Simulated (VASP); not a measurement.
A run of VASP 6.6.1:

Contents of INCAR:

```
SYSTEM = Ca3Lu
  ALGO = Normal
  EDIFF = 1E-7
  EDIFFG = -0.01
  ENCUT = 600
  GGA = PE
  IBRION = 2
  ISIF = 3
  ISMEAR = -1
  LASPH = .True.
  LCHARG = .False.
  LREAL = .False.
  LWAVE = .False.
  NELM = 100
  NSW = 60
  PREC = Accurate
  PSTRESS = 200.0
  SIGMA = 0.05
```

The input KPOINTS:

```
k-points
0
Gamma
  5 5 5
  0 0 0
```

Contents of POSCAR:

```
Ca3Lu
1.0
    5.3617750000      0.0000000000      0.0000000000
    0.0000000000      5.3617750000      0.0000000000
    0.0000000000      0.0000000000      5.3617750000
Lu Ca
1 3
Direct
    0.5000000000      0.5000000000      0.5000000000
    0.0000000000      0.0000000000      0.5000000000
    0.0000000000      0.5000000000      0.0000000000
    0.5000000000      0.0000000000      0.0000000000
```

Potentials or basis: VASP PAW PBE potentials, release 64 (Lu, Ca_sv).

Command:

```bash
$ cat potpaw_PBE.64/Lu/POTCAR potpaw_PBE.64/Ca_sv/POTCAR > POTCAR
$ mpirun -np 1 vasp_std > vasp.out
```

Hardware: 1 thread of Intel(R) Xeon(R) 6975P-C (Granite Rapids) (shared host).

Question: How long does it take, and how much memory?

Answer: Run time: 5.2 min on 1 thread of Intel(R) Xeon(R) 6975P-C (Granite Rapids) (shared host), peak memory 0.4 GiB. Counts: scf iterations 113, k points 10, ion steps 4.
